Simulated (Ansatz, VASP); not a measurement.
# TaN in VASP and in Ansatz

```
Ta N
1.0
     2.95018    0.00000    0.00000
    -1.47509    2.55493    0.00000
     0.00000    0.00000    2.89777
Ta N
1 1
Direct
  0.33339 0.66662 0.49992
  0.99994 0.00005 0.00008
```

Change from the starting cell: all atoms moved at random, sigma 0.25 Å a component; relaxed back.

Alike in both runs: functional PBE; k mesh 12 × 12 × 12; occupations gaussian, width 0.15 eV; no spin polarisation.

Ansatz relaxed the structure, and its values are those at the end. VASP's run is a single point on that final structure, the one shown.

|  | VASP | Ansatz |
| --- | --- | --- |
| version | VASP 6.6.1 | Ansatz 0.2.0 |
| potentials or method | VASP PAW PBE potentials, release 64 (Ta_pv, N), cutoff 520 eV | scalar-relativistic, plane waves, PAW |
| valence electrons in the cell | 16 | 18 |

```tsv
	VASP	Ansatz	Ansatz less VASP
gap on the k mesh at the Fermi level (eV)	none	none	-
pressure (GPa)	0.7	0.0	-0.66
rms of the force components (eV/Å)	0.005	0.005	0.0000
```

A gap of «none» marks a metal or a gap that the smearing closes. VASP's potentials hold 16 valence electrons a cell and Ansatz's 18, so a difference there can come from the potentials and not from the codes. Ansatz's warnings: stress scf threshold loose.

Neither program's run includes spin-orbit coupling.
